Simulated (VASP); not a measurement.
# Si32C (a cell with a defect) in VASP: further runs

The runs below take Si32C (a cell with a defect) through single point, with PBE, PBE0.

Everything below comes from runs of VASP 6.6.1. Logs are shortened: lines on timing, memory, paths and dates and some standing lists are left out, and cuts for length are marked.

## (1) The cell of the first run

The cell holds a defect, 33 atoms: a = 9.474 Å, b = 9.474 Å, c = 9.474 Å, α = 109.47°, β = 109.47°, γ = 109.47°.

## (2) Single point, PBE

Input file INCAR:

```
SYSTEM = Si32C
PREC     = Accurate       ! precision mode
ENCUT    = 520            ! plane-wave cutoff, eV
EDIFF    = 1E-6           ! SCF threshold, eV
ISMEAR   = -1             ! smearing method
SIGMA    = 0.01           ! smearing width, eV
LREAL    = Auto         
LASPH    = .True.         ! aspherical terms in the spheres
NELM     = 120            ! most SCF steps
ALGO     = Normal         ! electronic algorithm
ISIF     = 2              ! what is computed and relaxed
LWAVE    = .False.        ! write WAVECAR
LCHARG   = .False.        ! write CHGCAR
GGA      = PE             ! functional
NBANDS   = 88             ! bands
GGA_COMPAT= .False.
```

Input file KPOINTS:

```
Automatic mesh
0
Gamma
  1 1 1
  0 0 0
```

Input file POSCAR:

```
Si32C
1.0
   -5.4697269700      5.4697269700      5.4697269700
    5.4697269700     -5.4697269700      5.4697269700
    5.4697269700      5.4697269700     -5.4697269700
Si C
32 1
Direct
   -0.0040765289      0.0071669939      0.2461982120
    0.0229974916      0.2513742473      0.0120151335
   -0.0035763211      0.5051869161      0.7480375204
   -0.0175896348      0.7430052766      0.4843705206
    0.2558236467     -0.0094976404     -0.0124397434
    0.2270033782      0.2522321512      0.7407182337
    0.2579041893      0.5268534455      0.5069781390
    0.2275641009      0.7427138543      0.2347609866
    0.5937556880      0.0710353555      0.8400904698
    0.4862176878      0.2533421700      0.4841198682
    0.5009149479      0.5074090563      0.2448343413
    0.4995742959      0.7352173193      0.0057189326
    0.7361660869     -0.0097503039      0.5045891715
    0.7558185304      0.2524712856      0.2763207393
    0.7169590039      0.3826870174     -0.0351395053
    0.7516296558      0.7345466277      0.7539373579
   -0.0170893356     -0.0032391928      0.4906357328
    0.0045213409      0.2727653516      0.2596565620
   -0.0041901543      0.4873799030     -0.0116572546
   -0.0031821515      0.7503595742      0.7403262580
    0.2414817060     -0.0013400120      0.2351880646
    0.2659025776      0.2520504236      0.0000414097
    0.2462841395      0.5081379775      0.7483006048
    0.2401668323      0.7732029447      0.4942041924
    0.5221788977     -0.0009139396      0.0265283808
    0.4411263146      0.2171081859      0.6971101155
    0.4992695275      0.5079765435      0.4942019985
    0.4843842324      0.7510800854      0.2496834865
    0.7799652567     -0.0017555721      0.7716344021
    0.7442455578      0.2514088925      0.5197650661
    0.7405623758      0.4895534118      0.2439093409
    0.7512225971      0.7475690327      0.0058629983
    0.3988559232     -0.0016114150      0.6446076777
```

Potentials or basis: VASP PAW PBE potentials, release 64 (Si, C).

Launch:

```console
cat potpaw_PBE.64/Si/POTCAR potpaw_PBE.64/C/POTCAR > POTCAR
mpirun -np 1 vasp_gam > vasp.out
```

OUTCAR:

```text
SYSTEM = Si32C
   PREC = Accurate
   ENCUT = 520
   EDIFF = 1E-6
   ISMEAR = -1
   LREAL = Auto
   LASPH = .True.
   NELM = 120
   ISIF = 2
   GGA = PE

 ion  position               nearest neighbor table
   1  0.996  0.007  0.246-  32 2.36  21 2.39  17 2.39  18 2.45
   2  0.023  0.251  0.012-  29 2.33  22 2.34  18 2.36  19 2.41
   3  0.996  0.505  0.748-  30 2.33  19 2.34  20 2.35  23 2.36
   4  0.982  0.743  0.484-  31 2.33  24 2.33  20 2.36  17 2.38
   5  0.256  0.991  0.988-  20 2.36  21 2.37  25 2.39  22 2.41
   6  0.227  0.252  0.741-  26 2.31  23 2.34  22 2.36  17 2.37
   7  0.258  0.527  0.507-  18 2.38  23 2.39  27 2.39  24 2.43
   8  0.228  0.743  0.235-  19 2.32  24 2.33  28 2.36  21 2.38
   9  0.594  0.071  0.840-  33 1.83  29 2.30  25 2.31  15 2.44  26 2.67
  10  0.486  0.253  0.484-  26 2.30  27 2.34  30 2.36  21 2.36
  11  0.501  0.507  0.245-  22 2.33  31 2.33  28 2.35  27 2.37
  12  0.500  0.735  0.006-  28 2.32  23 2.34  32 2.35  25 2.37
  13  0.736  0.990  0.505-  28 2.36  17 2.37  29 2.39  30 2.40
  14  0.756  0.252  0.276-  25 2.33  30 2.35  18 2.36  31 2.41
  15  0.717  0.383  0.965-  19 2.39  31 2.39  26 2.43   9 2.44
[... 8 lines left out ...]
  24  0.240  0.773  0.494-  33 1.80   4 2.33   8 2.33   7 2.43
  25  0.522  0.999  0.027-   9 2.31  14 2.33  12 2.37   5 2.39
  26  0.441  0.217  0.697-  33 1.82  10 2.30   6 2.31  15 2.43   9 2.67
  27  0.499  0.508  0.494-  10 2.34  16 2.35  11 2.37   7 2.39
  28  0.484  0.751  0.250-  12 2.32  11 2.35  13 2.36   8 2.36
  29  0.780  0.998  0.772-   9 2.30   2 2.33  16 2.36  13 2.39
  30  0.744  0.251  0.520-   3 2.33  14 2.35  10 2.36  13 2.40
  31  0.741  0.490  0.244-   4 2.33  11 2.33  15 2.39  14 2.41
  32  0.751  0.748  0.006-  12 2.35  16 2.35   1 2.36
  33  0.399  0.998  0.645-  24 1.80  26 1.82   9 1.83

  LATTYP: Found a body centered cubic cell.
 ALAT       =    10.9394539400

  Lattice vectors:

 A1 = (  -5.4697269700,   5.4697269700,   5.4697269700)
 A2 = (   5.4697269700,  -5.4697269700,   5.4697269700)
 A3 = (   5.4697269700,   5.4697269700,  -5.4697269700)

Analysis of symmetry for initial positions (statically):
=====================================================================
 Subroutine PRICEL returns:
 Original cell was already a primitive cell.

 Routine SETGRP: Setting up the symmetry group for a
 body centered cubic supercell.

 Subroutine GETGRP returns: Found  1 space group operations
 (whereof  1 operations were pure point group operations)
 out of a pool of 48 trial point group operations.

The static configuration has the point symmetry C_1 .

Analysis of symmetry for dynamics (positions and initial velocities):
=====================================================================
 Subroutine PRICEL returns:
 Original cell was already a primitive cell.

 Routine SETGRP: Setting up the symmetry group for a
 body centered cubic supercell.

 Subroutine GETGRP returns: Found  1 space group operations
 (whereof  1 operations were pure point group operations)
 out of a pool of 48 trial point group operations.

The dynamic configuration has the point symmetry C_1 .

 Subroutine INISYM returns: Found  1 space group operations
 (whereof  1 operations are pure point group operations),
 and found     1 'primitive' translations

----------------------------------------------------------------------------------------

                                     Primitive cell

  volume of cell :     654.5713

  direct lattice vectors                    reciprocal lattice vectors
    -5.469726970  5.469726970  5.469726970     0.000000000  0.091412241  0.091412241
     5.469726970 -5.469726970  5.469726970     0.091412241  0.000000000  0.091412241
     5.469726970  5.469726970 -5.469726970     0.091412241  0.091412241  0.000000000

  length of vectors
     9.473845016  9.473845016  9.473845016     0.129276431  0.129276431  0.129276431

  position of ions in fractional coordinates (direct lattice)
     0.995923471  0.007166994  0.246198212
     0.022997492  0.251374247  0.012015134
     0.996423679  0.505186916  0.748037520
     0.982410365  0.743005277  0.484370521
     0.255823647  0.990502360  0.987560257
     0.227003378  0.252232151  0.740718234
[... 25 lines left out ...]
     0.751222597  0.747569033  0.005862998
     0.398855923  0.998388585  0.644607678

  ion indices of the primitive-cell ions
   primitive index   ion index
                 1           1
                 2           2
                 3           3
                 4           4
                 5           5
                 6           6
[... 25 lines left out ...]
                32          32
                33          33

----------------------------------------------------------------------------------------

 KPOINTS: Automatic mesh

Automatic generation of k-mesh.
 Grid dimensions read from file:
 generate k-points for:    1    1    1

 Generating k-lattice:

  Cartesian coordinates                     Fractional coordinates (reciprocal lattice)
     0.000000000  0.091412241  0.091412241     1.000000000  0.000000000  0.000000000
     0.091412241  0.000000000  0.091412241     0.000000000  1.000000000  0.000000000
     0.091412241  0.091412241  0.000000000     0.000000000  0.000000000  1.000000000

  Length of vectors
     0.129276431  0.129276431  0.129276431

  Shift w.r.t. Gamma in fractional coordinates (k-lattice)
     0.000000000  0.000000000  0.000000000

 Subroutine IBZKPT returns following result:
 ===========================================

 Found      1 irreducible k-points:

 Following reciprocal coordinates:
            Coordinates               Weight
  0.000000  0.000000  0.000000      1.000000
   k-points           NKPTS =      1   k-points in BZ     NKDIM =      1   number of bands    NBANDS=     88
   number of dos      NEDOS =    301   number of ions     NIONS =     33
   total plane-waves  NPLWV = 343000
   dimension x,y,z NGX =    70 NGY =   70 NGZ =   70
   dimension x,y,z NGXF=   140 NGYF=  140 NGZF=  140
   ions per type =              32   1
   NGX,Y,Z   is equivalent  to a cutoff of  12.28, 12.28, 12.28 a.u.
   NGXF,Y,Z  is equivalent  to a cutoff of  24.57, 24.57, 24.57 a.u.
 SYSTEM =  Si32C
   PREC   = accura    normal or accurate (medium, high low for compatibility)
   ISTART =      0    job   : 0-new  1-cont  2-samecut
   ICHARG =      2    charge: 1-file 2-atom 10-const
   ISPIN  =      1    spin polarized calculation?
   LNONCOLLINEAR =      F non collinear calculations
   LSORBIT =      F    spin-orbit coupling
   LASPH  =      T    aspherical Exc in radial PAW
   ENCUT  =  520.0 eV  38.22 Ry    6.18 a.u.  17.62 17.62 17.62*2*pi/ulx,y,z
   NELM   =    120;   NELMIN=  2; NELMDL= -5     # of ELM steps
   EDIFF  = 0.1E-05   stopping-criterion for ELM
   LREAL  =      T    real-space projection
   EDIFFG = 0.1E-04   stopping-criterion for IOM
   NSW    =      0    number of steps for IOM
   IBRION =     -1    ionic relax: 0-MD 1-quasi-New 2-CG
   NFREE  =      0    steps in history (QN), initial steepest desc. (CG)
   ISIF   =      2    stress and relaxation
   ISYM   =      2    0-nonsym 1-usesym 2-fastsym
   POTIM  = 0.5000    time-step for ionic-motion
   TEBEG  =    0.0;   TEEND  =   0.0 temperature during run
   PSTRESS=    0.0 pullay stress
   NELECT =     132.0000    total number of electrons
   NUPDOWN=      -1.0000    fix difference up-down
   EMIN   =  10.00;   EMAX   =-10.00  energy-range for DOS
   EFERMI =   0.00;   METHOD = LEGACY
   ISMEAR =    -1;   SIGMA  =   0.01  broadening in eV -4-tet -1-fermi 0-gaus
   EFERMI_NEDOS =   21; number of points for ismear=-14 and -15
   IALGO  =     38    algorithm
   IMIX   =      4    mixing-type and parameters
     AMIX     =   0.40;   BMIX     =  1.00
     AMIX_MAG =   1.60;   BMIX_MAG =  1.00
  volume/ion in A,a.u.               =      19.84       133.86
  Fermi-wavevector in a.u.,A,eV,Ry     =   0.960020  1.814176 12.539664  0.921639
  Thomas-Fermi vector in A             =   2.089268
   LORBIT       =      0    0 simple, 1 ext, 2 COOP (PROOUT), +10 PAW based schemes
   GGA     = PE    functional components
   LHFCALC =     F    Hartree Fock is set to
   AEXX    =    0.0000 exact exchange contribution
   IVDW    =     0    specifies the selected vdW correction
   LEPSILON=     F    determine dielectric tensor
   LRPA    =     F    only Hartree local field effects (RPA)
 non-spin polarized calculation
  energy-cutoff  :      520.00
  volume of cell :      654.57
 maximum number of plane-waves:      8775
 NGX is ok and might be reduce to    70
   NGX = 35   NGY = 35   NGZ = 35

 number of electron     132.0000000 magnetization

 Free energy of the ion-electron system (eV)
  ---------------------------------------------------
  ext. energy  EPLUGINS =         0.00000000
  ---------------------------------------------------
  free energy    TOTEN  =      -176.30233316 eV

  energy without entropy =     -176.30233312  energy(sigma->0) =     -176.30233314

 E-fermi :   5.8887     XC(G=0):  -9.4027

 val. band max:        5.7207936297   @ k =   0.0000   0.0000   0.0000
 cond. band min:       6.0567073320   @ k =   0.0000   0.0000   0.0000
 fundamental gap:      0.3359137023
 Fermi energy:         5.8887478780

 k-point     1 :       0.0000    0.0000    0.0000
  band No.  band energies     occupation
      1      -6.9589      2.00000
      2      -5.8160      2.00000
      3      -4.5769      2.00000
      4      -4.3341      2.00000
      5      -4.2810      2.00000
      6      -4.2704      2.00000
[... 70 lines left out ...]
     77       7.9266      0.00000
     78       8.0137      0.00000
 [bands above 78 left out]

------------------------ aborting loop because EDIFF is reached ----------------------------------------

  FORCE on cell =-STRESS in cart. coord.  units (eV):
  Direction    XX          YY          ZZ          XY          YZ          ZX
  --------------------------------------------------------------------------------------
  -------------------------------------------------------------------------------------
  Total        1.0205650      9.0556705      0.8494214      2.5694410      3.3051005     -3.8943408
  in kB        2.4980107     22.1653329      2.0791070      6.2891549      8.0898100     -9.5320783
  external PRESSURE =       8.9141502 kB  Pullay stress =       0.0000000 kB

 VOLUME and BASIS-vectors are now :
 -----------------------------------------------------------------------------
  energy-cutoff  :      520.00
  volume of cell :      654.57
      direct lattice vectors                 reciprocal lattice vectors
    -5.469726970  5.469726970  5.469726970     0.000000000  0.091412241  0.091412241
     5.469726970 -5.469726970  5.469726970     0.091412241  0.000000000  0.091412241
     5.469726970  5.469726970 -5.469726970     0.091412241  0.091412241  0.000000000

 POSITION                                       TOTAL-FORCE (eV/Angst)
 -----------------------------------------------------------------------------------
     -4.06159      6.75486      4.13999        -0.000869     -0.006761     -0.003138
      1.31488     -1.18344      1.43502        -0.003373     -0.001394      0.002898
      1.40463      6.77849      4.12184         0.004186     -0.002820     -0.005399
      1.33989      3.95885      6.78818        -0.003214      0.003795      0.000021
      9.42018      1.38319      1.41538        -0.000373     -0.004375     -0.003630
      4.18952      3.91353     -1.43024        -0.001365      0.002139      0.005477
[... 25 lines left out ...]
      0.01209      0.05205      8.16591         0.002944     -0.004881     -0.000460
      6.80511      0.24655      4.11672        -0.000073     -0.000700      0.007109
 -----------------------------------------------------------------------------------
    total drift:                               -0.000340     -0.009492      0.015891

  FREE ENERGIE OF THE ION-ELECTRON SYSTEM (eV)
  ---------------------------------------------------
  free  energy   TOTEN  =      -176.3023331594 eV

  energy  without entropy=     -176.3023331233  energy(sigma->0) =     -176.30233314
```

Wall time 88 s (1 thread of Intel Xeon Platinum 8375C at 2.90GHz (Ice Lake), shared host); peak memory 0.63 GiB.

Results:

```yaml
Free_energy: -176.3023 eV
Pressure: 0.9 GPa
Largest_force: 0.012 eV/Å
```

Forces on the atoms (eV/Å):
```
Si  -0.001 -0.007 -0.003
Si  -0.003 -0.001  0.003
Si   0.004 -0.003 -0.005
Si  -0.003  0.004  0.000
Si   0.000 -0.004 -0.004
Si  -0.001  0.002  0.005
Si   0.007 -0.002 -0.001
Si  -0.002  0.003 -0.001
Si   0.002 -0.002 -0.006
Si   0.006  0.003 -0.003
Si  -0.002 -0.003 -0.003
Si   0.001  0.000  0.000
Si   0.000 -0.003 -0.002
Si  -0.005  0.001 -0.001
Si  -0.003 -0.002 -0.005
Si  -0.005  0.002  0.005
Si   0.002  0.007  0.001
Si  -0.003 -0.003  0.003
Si  -0.002  0.001  0.001
Si   0.001 -0.003  0.002
Si   0.003  0.008 -0.001
Si  -0.001 -0.001  0.000
Si   0.000  0.005 -0.003
Si  -0.007 -0.005  0.000
Si   0.001  0.007  0.005
Si   0.005  0.000  0.011
Si   0.001  0.002  0.000
Si  -0.001 -0.002  0.001
Si   0.007  0.004 -0.005
Si  -0.003 -0.003  0.002
Si   0.001  0.002 -0.003
Si   0.003 -0.005  0.000
C    0.000 -0.001  0.007
```

Stress tensor (GPa, compression positive):
```
 0.25  0.63 -0.95
 0.63  2.22  0.81
-0.95  0.81  0.21
```

Caveat: the k points lie up to 0.81 Å⁻¹ apart, too coarse for converged energies, forces and pressures.

[end of part 1 of 2]
